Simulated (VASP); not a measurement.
Be32H (a cell with a defect): single point with PBE

System: Be32H (a cell with a defect).

```
Be H
1.0
    -5.66315   -1.96177    3.56087
     5.66315    1.96177    3.56087
    -1.13263    5.88532   -3.56087
Be H
32 1
Direct
  0.20831 0.87328 0.33499
  0.95817 0.50079 0.70782
  0.20811 0.62742 0.08410
  0.46435 0.50720 0.21564
  0.95822 0.99980 0.20781
  0.70624 0.62226 0.58233
  0.20809 0.12391 0.58059
  0.95816 0.75028 0.95833
  0.45871 0.75029 0.45860
  0.95819 0.25035 0.45732
  0.70788 0.87486 0.83305
  0.20500 0.37844 0.82657
  0.71049 0.37485 0.33569
  0.45869 0.00012 0.70843
  0.70629 0.12396 0.08398
  0.46434 0.24871 0.95722
  0.79236 0.62524 0.16718
  0.54196 0.24968 0.54267
  0.79390 0.37612 0.91604
  0.03592 0.25143 0.04293
  0.54195 0.74968 0.04167
  0.29216 0.37616 0.41941
  0.79389 0.87789 0.41780
  0.54198 0.50024 0.79224
  0.04140 0.49991 0.29161
  0.54195 0.99920 0.29225
  0.29180 0.62675 0.66503
  0.78960 0.12517 0.66444
  0.29506 0.12161 0.17338
  0.04139 0.74979 0.54150
  0.29214 0.87269 0.91593
  0.03580 0.99283 0.78444
  0.24990 0.24989 0.99964
```

```yaml
Program: VASP 6.6.1
Task: single point
Functional: PBE
Potentials_or_basis: VASP PAW PBE potentials, release 64 (Be, H)
Cutoff: 520 eV
k_mesh: 4 × 4 × 4, shifted
Occupations: gaussian, width 0.1 eV
Spin: no spin polarisation
```

* Pressure: 1.8 GPa
* Largest force: 0.007 eV/Å
* Band gap on the k mesh: zero (an odd number of electrons rules out a gap without spin polarisation)

Forces on the atoms (eV/Å):
```
Be  -0.001  0.001  0.001
Be   0.002  0.000  0.001
Be  -0.001  0.000 -0.001
Be  -0.003  0.001  0.001
Be   0.002  0.001 -0.001
Be  -0.002 -0.002  0.000
Be   0.002  0.003  0.000
Be   0.000  0.002 -0.001
Be  -0.001 -0.001  0.001
Be   0.000  0.000 -0.001
Be   0.003 -0.003  0.001
Be   0.002 -0.003  0.001
Be   0.003 -0.004  0.001
Be   0.000  0.000  0.002
Be  -0.001  0.002 -0.001
Be  -0.004 -0.001  0.004
Be   0.001 -0.003 -0.001
Be   0.000  0.002  0.000
Be  -0.001  0.000 -0.001
Be   0.004 -0.001 -0.004
Be  -0.001  0.002  0.003
Be   0.002 -0.003 -0.003
Be  -0.001 -0.001  0.000
Be   0.001  0.000  0.001
Be   0.000  0.000  0.000
Be   0.000 -0.001  0.003
Be   0.000  0.000  0.000
Be  -0.002  0.000  0.001
Be  -0.006  0.004  0.000
Be  -0.001 -0.001  0.000
Be   0.001  0.001 -0.004
Be   0.004 -0.001  0.001
H   -0.001  0.004  0.000
```

Stress tensor (GPa, compression positive):
```
 2.81 -0.42 -0.03
-0.42  2.33  0.02
-0.03  0.02  0.21
```

Levels at points of the mesh, in eV from the Fermi level:
```csv
k point,band 29,band 30,band 31,band 32,band 33,band 34,band 35,band 36
"(0.12, 0.12, 0.12)",-1.84,-1.79,-1.42,-1.29,-0.04,0.73,1.23,1.31
```

Wall time 8.8 min on 1 thread of AMD EPYC 9R45 96-Core Processor (Zen 5) (shared host), peak memory 0.52 GiB.
